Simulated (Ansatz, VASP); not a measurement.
ScAl7N8: VASP beside Ansatz

```
Sc Al N
1.0
     3.16534   -0.00366    5.01375
     3.16534    0.00366   -5.01375
    -3.16534    5.48974   -0.00400
Sc Al N
1 7 8
Cartesian
  0.0000 1.8301 -0.2971
  -1.5827 4.5750 -0.2991
  3.1653 1.8301 -0.2971
  1.5827 4.5750 -0.2991
  1.5827 0.9170 -2.8034
  1.5827 0.9133 2.2104
  0.0000 3.6619 -2.8054
  0.0000 3.6582 2.2084
  3.1653 1.8320 -2.8040
  3.1653 1.8283 2.2097
  1.5827 4.5768 -2.8060
  1.5827 4.5732 2.2077
  1.5827 0.9152 -0.2965
  0.0000 3.6600 -0.2985
  4.7480 0.9152 -0.2965
  3.1653 3.6600 -0.2985
```

Change from the starting cell: polar distortion scaled by 0.00.

Alike in both runs: task single point; functional PBEsol; k mesh 6 × 6 × 6; no spin polarisation.

|  | VASP | Ansatz |
| --- | --- | --- |
| version | VASP 6.6.1 | Ansatz 0.2.0 |
| potentials or method | VASP PAW PBE potentials, release 64 (Sc_sv, Al, N), cutoff 520 eV | scalar-relativistic, plane waves, PAW |
| occupations | gaussian, width 0.01 eV | fixed |
| valence electrons in the cell | 72 | 72 |

```tsv
	VASP	Ansatz	Ansatz less VASP
gap on the k mesh at the Fermi level (eV)	2.31	2.30	-0.011
least direct gap on the mesh (eV)	2.31	2.30	-0.011
pressure (GPa)	8.7	8.3	-0.34
traceless stress, the component that is largest in VASP (GPa)	-22.40	-22.01	+0.391
rms of the force components (eV/Å)	1.181	1.145	-0.0353
```

VASP's potentials were made for PBE, not for PBEsol, and Ansatz warns of the same on its side. Atom by atom the forces differ by 0.036 eV/Å (rms over components).
